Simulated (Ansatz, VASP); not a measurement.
# TiAl3: VASP beside Ansatz

```
Ti Al
1.0
     3.93947    0.00000    0.00000
     0.00000    3.93947    0.00000
     0.00000    0.00000    3.93947
Ti Al
1 3
Direct
  0.00000 0.00000 0.00000
  0.50000 0.00000 0.50000
  0.00000 0.50000 0.50000
  0.50000 0.50000 0.00000
```

Alike in both runs: task single point; functional PBE; k mesh 12 × 12 × 12; occupations gaussian, width 0.1 eV; no spin polarisation.

```csv
,VASP,Ansatz
version,VASP 6.6.1,Ansatz 0.2.0
potentials or method,"VASP PAW PBE potentials, release 64 (Ti_sv, Al), cutoff 520 eV","scalar-relativistic, plane waves, PAW"
valence electrons in the cell,21,21
```

```tsv
	VASP	Ansatz	Ansatz less VASP
gap on the k mesh at the Fermi level (eV)	none	none	-
pressure (GPa)	3.4	3.5	+0.05
```

A gap of «none» marks a metal or a gap that the smearing closes.
